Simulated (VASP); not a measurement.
Input of a VASP 6.6.1 run:

POSCAR

```
SiC
1.0
    3.1983094746      0.0000000000      0.0000000000
   -1.5991547373      2.7698172542      0.0000000000
    0.0000000000      0.0000000000      5.0174592315
Si C
2 2
Direct
    0.3333333333      0.6666666667      0.4977938122
    0.6666666667      0.3333333333      0.9977938122
    0.3333333333      0.6666666667      0.8772061878
    0.6666666667      0.3333333333      0.3772061878
```

INCAR.step1

```
SYSTEM = SiC
ALGO = Normal
EDIFF = 1E-4
ENCUT = 520
GGA = PE
ISMEAR = 0
LASPH = .TRUE.
LCHARG = .FALSE.
LREAL = .FALSE.
LWAVE = .TRUE.
NBANDS = 16
NELM = 100
PREC = Accurate
SIGMA = 0.02
```

The input INCAR.step2:

```
SYSTEM = SiC
ALGO = Normal
EDIFF = 1E-6
ENCUT = 520
ISIF = 2
ISMEAR = 0
ISTART = 1
LASPH = .TRUE.
LCHARG = .FALSE.
LMIXTAU = .TRUE.
LREAL = .FALSE.
LWAVE = .FALSE.
METAGGA = R2SCAN
NBANDS = 16
NELM = 100
PREC = Accurate
SIGMA = 0.02
```

Contents of KPOINTS:

```
k-points
0
G
  12 12 6
  0 0 0
```

Potentials or basis: VASP PAW PBE potentials, release 64 (Si, C).

Run with:

```sh
$ cat potpaw_PBE.64/Si/POTCAR potpaw_PBE.64/C/POTCAR > POTCAR
$ cp INCAR.step1 INCAR
$ mpirun -np 1 vasp_std > vasp.out
$ cp INCAR.step2 INCAR
$ mpirun -np 1 vasp_std > vasp.out
```

Question: What does it give for the pressure?

Answer: -14.3 GPa.

Question: Estimate the band gap on the k mesh.

Answer: 2.60 eV, indirect (least direct gap 3.89 eV).

Forces on the atoms (eV/Å):
```
Si   0.000  0.000  0.002
Si   0.000  0.000  0.002
C    0.000  0.000 -0.002
C    0.000  0.000 -0.002
```

Caveat: the cell differs from its parent crystal (biaxial strain in the a-b plane: +4.0 %, then relaxed in part); the PAW data sets were made with another functional, which shifts forces and pressure a little. A k mesh can miss the band edges.
